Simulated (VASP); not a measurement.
# BP (F-43m) in VASP: a series of runs, part 2 of 2

VASP 6.6.1. The steps go on from the part before.

## 4. Single point, HF

This run uses another cell than the first one, of 11.92 Å³/atom.

POSCAR

```
BP
1.0
    0.0000000000      2.2840269280      2.2840269280
    2.2840269280      0.0000000000      2.2840269280
    2.2840269280      2.2840269280      0.0000000000
P B
1 1
Direct
    0.7500000000      0.7500000000      0.7500000000
    0.0000000000      0.0000000000      0.0000000000
```

INCAR.step1

```
PREC     = Accurate       # precision mode
ENCUT    = 520            # plane-wave cutoff, eV
EDIFF    = 1E-5           # SCF threshold, eV
ISMEAR   = -1             # smearing method
SIGMA    = 0.05           # smearing width, eV
LREAL    = F              # projectors in reciprocal space
LASPH    = T              # aspherical terms in the spheres
NELM     = 100            # most SCF steps
ALGO     = Normal         # electronic algorithm
ISIF     = 2              # what is computed and relaxed
LWAVE    = T              # write WAVECAR
LCHARG   = F              # write CHGCAR
NBANDS   = 11             # bands
GGA      = PE             # functional
```

INCAR.step2

```
PREC     = Accurate       # precision mode
ENCUT    = 520            # plane-wave cutoff, eV
EDIFF    = 1E-6           # SCF threshold, eV
ISMEAR   = -1             # smearing method
SIGMA    = 0.05           # smearing width, eV
LREAL    = F              # projectors in reciprocal space
LASPH    = T              # aspherical terms in the spheres
NELM     = 100            # most SCF steps
ALGO     = Normal         # electronic algorithm
ISIF     = 2              # what is computed and relaxed
LWAVE    = F              # write WAVECAR
LCHARG   = F              # write CHGCAR
GGA      = PE             # functional
LHFCALC  = T              # exact exchange
AEXX     = 1.0            # exact-exchange fraction
ALDAC    = 0.0          
AGGAC    = 0.0          
PRECFOCK = Normal       
NBANDS   = 11             # bands
ISTART   = 1
```

KPOINTS

```
Automatic mesh
0
Gamma
  5 5 5
```

Potentials or basis: VASP PAW PBE potentials, release 64 (P, B).

Started as:

```sh
$ cat potpaw_PBE.64/P/POTCAR potpaw_PBE.64/B/POTCAR > POTCAR
$ cp INCAR.step1 INCAR
$ mpirun -np 1 vasp_std > vasp.out
$ cp INCAR.step2 INCAR
$ mpirun -np 1 vasp_std > vasp.out
```

OUTCAR:

```text
PREC = Accurate
   ENCUT = 520
   EDIFF = 1E-6
   ISMEAR = -1
   LREAL = F
   LASPH = T
   NELM = 100
   ISIF = 2
   GGA = PE
   LHFCALC = T
   AEXX = 1.0
   PRECFOCK = Normal
   ISTART = 1

 ion  position               nearest neighbor table
   1  0.750  0.750  0.750-   2 1.98   2 1.98   2 1.98   2 1.98
   2  0.000  0.000  0.000-   1 1.98   1 1.98   1 1.98   1 1.98

  LATTYP: Found a face centered cubic cell.
 ALAT       =     4.5680538560

  Lattice vectors:

 A1 = (   0.0000000000,   2.2840269280,   2.2840269280)
 A2 = (   2.2840269280,   0.0000000000,   2.2840269280)
 A3 = (   2.2840269280,   2.2840269280,   0.0000000000)

Analysis of symmetry for initial positions (statically):
=====================================================================
 Subroutine PRICEL returns:
 Original cell was already a primitive cell.

 Routine SETGRP: Setting up the symmetry group for a
 face centered cubic supercell.

 Subroutine GETGRP returns: Found 24 space group operations
 (whereof 24 operations were pure point group operations)
 out of a pool of 48 trial point group operations.

The static configuration has the point symmetry T_d .
[... 162 lines left out ...]
      1     -16.3988      2.00000
      2       4.9680      2.00000
      3       4.9680      2.00000
      4       4.9680      2.00000
      5      15.8703      0.00000
      6      15.8703      0.00000
      7      15.8703      0.00000
      8      21.0257      0.00000
      9      24.6736      0.00000
     10      25.9631      0.00000
     11      25.9631      0.00000
[... 113 lines left out ...]
 k-point    10 :      -0.4000    0.4000    0.2000
  band No.  band energies     occupation
      1     -10.5848      2.00000
      2      -5.5944      2.00000
      3      -2.2463      2.00000
      4      -0.4252      2.00000
      5      17.1719      0.00000
      6      18.2615      0.00000
      7      20.1764      0.00000
      8      24.9791      0.00000
      9      25.7548      0.00000
     10      29.2293      0.00000
     11      33.3148      0.00000

------------------------ aborting loop because EDIFF is reached ----------------------------------------

  FORCE on cell =-STRESS in cart. coord.  units (eV):
  Direction    XX          YY          ZZ          XY          YZ          ZX
  --------------------------------------------------------------------------------------
  -------------------------------------------------------------------------------------
  Total        0.0271697      0.0271697      0.0271697     -0.0000000     -0.0000000      0.0000000
  in kB        1.8266787      1.8266787      1.8266787     -0.0000000     -0.0000000      0.0000000
  external PRESSURE =       1.8266787 kB  Pullay stress =       0.0000000 kB

 VOLUME and BASIS-vectors are now :
 -----------------------------------------------------------------------------
  energy-cutoff  :      520.00
  volume of cell :       23.83
      direct lattice vectors                 reciprocal lattice vectors
     0.000000000  2.284026928  2.284026928    -0.218911605  0.218911605  0.218911605
     2.284026928  0.000000000  2.284026928     0.218911605 -0.218911605  0.218911605
     2.284026928  2.284026928  0.000000000     0.218911605  0.218911605 -0.218911605

 POSITION                                       TOTAL-FORCE (eV/Angst)
 -----------------------------------------------------------------------------------
      3.42604      3.42604      3.42604         0.000000      0.000000      0.000000
      0.00000      0.00000      0.00000        -0.000000     -0.000000     -0.000000
 -----------------------------------------------------------------------------------
    total drift:                               -0.000000     -0.000000     -0.000000

  FREE ENERGIE OF THE ION-ELECTRON SYSTEM (eV)
  ---------------------------------------------------
  free  energy   TOTEN  =       -21.4838964915 eV

  energy  without entropy=      -21.4838964915  energy(sigma->0) =      -21.48389649
```

OUTCAR.step1:

```text
PREC = Accurate
   ENCUT = 520
   EDIFF = 1E-5
   ISMEAR = -1
   LREAL = F
[... 344 lines left out ...]
      3.42604      3.42604      3.42604        -0.000000     -0.000000      0.000000
      0.00000      0.00000      0.00000         0.000000      0.000000     -0.000000
 -----------------------------------------------------------------------------------
    total drift:                               -0.000000     -0.000000     -0.000000

  FREE ENERGIE OF THE ION-ELECTRON SYSTEM (eV)
  ---------------------------------------------------
  free  energy   TOTEN  =       -12.8771744152 eV

  energy  without entropy=      -12.8771741006  energy(sigma->0) =      -12.87717426
```

It took 86 s on 1 thread of Intel Xeon 6975P-C (Granite Rapids), shared host; peak memory 0.14 GiB.

What came out:

```yaml
Free_energy: -21.4839 eV
Pressure: 0.2 GPa
Band_gap_on_the_k_mesh: 8.08 eV (least direct gap 10.90 eV)
```

Levels at points of the mesh, in eV from the valence-band top:
| k point | band 1 | band 2 | band 3 | band 4 | band 5 | band 6 | band 7 | band 8 |
| --- | --- | --- | --- | --- | --- | --- | --- | --- |
| (0.00, 0.00, 0.00) | -21.37 | 0.00 | 0.00 | 0.00 | 10.90 | 10.90 | 10.90 | 16.06 |

Caveat: the k points lie up to 0.48 Å⁻¹ apart; the PAW data sets were made with another functional, which shifts forces and pressure a little; an odd mesh through Γ misses points on the zone boundary, where band edges can lie.

## 5. Summary

| cell | gap on the mesh (eV) | pressure (GPa) |
| --- | --- | --- |
| a = 3.187 Å, angles 60.0°, 2 atoms | 8.06 | 7.8 |
| a = 3.209 Å, angles 60.0°, 2 atoms | 8.07 | 3.8 |
| a = 3.230 Å, angles 60.0°, 2 atoms | 8.08 | 0.2 |

Alike in all rows: task single point; level HF; potentials or basis VASP PAW PBE potentials, release 64 (P, B); no spin polarisation; k mesh 5 × 5 × 5; cutoff (eV) 520; smearing fermi-dirac 0.05 eV.

Caveats: all runs use coarse meshes; the PAW data sets were made with another functional, which shifts forces and pressure a little; an odd mesh through Γ misses points on the zone boundary, where band edges can lie.

Absolute energies hang on the potentials; compare differences alone.
